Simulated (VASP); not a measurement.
Input of a VASP 6.6.1 run:

INCAR

```
SYSTEM = Cd2SeO
PREC     = Accurate       ! precision mode
ENCUT    = 520            ! plane-wave cutoff, eV
EDIFF    = 1E-6           ! SCF threshold, eV
ISMEAR   = -1             ! smearing method
SIGMA    = 0.02           ! smearing width, eV
LREAL    = .False.        ! projectors in reciprocal space
LASPH    = .True.         ! aspherical terms in the spheres
NELM     = 80             ! most SCF steps
ALGO     = Normal         ! electronic algorithm
ISIF     = 2              ! what is computed and relaxed
LWAVE    = .False.        ! write WAVECAR
LCHARG   = .False.        ! write CHGCAR
GGA      = PE             ! functional
NBANDS   = 26             ! bands
```

The input KPOINTS:

```
Automatic mesh
0
Gamma
  6 6 4
  0 0 0
```

File POSCAR:

```
Cd2SeO
1.0
    4.0669847776      0.0000000000      0.0000000000
    0.0000000000      4.0669847776      0.0000000000
    0.0000000000      0.0000000000      5.5942298923
O Cd Se
1 2 1
Direct
    0.0000000000      0.0000000000      0.0000000000
    0.0000000000      0.5000000000      0.8071404097
    0.5000000000      0.0000000000      0.1928595903
    0.5000000000      0.5000000000      0.5000000000
```

Potentials or basis: VASP PAW PBE potentials, release 64 (O, Cd, Se).

The run is started by

```bash
$ cat potpaw_PBE.64/O/POTCAR potpaw_PBE.64/Cd/POTCAR potpaw_PBE.64/Se/POTCAR > POTCAR
$ mpirun -np 1 vasp_std > vasp.out
```

Task: Estimate the band gap on the k mesh.

Result: Zero (filled and empty bands touch).

Task: Predict the largest force.

Result: 0.052 eV/Å.

Forces in eV/Å, atoms in the order of the input:
```
O    0.000  0.000  0.000
Cd   0.000  0.000 -0.052
Cd   0.000  0.000  0.052
Se   0.000  0.000  0.000
```
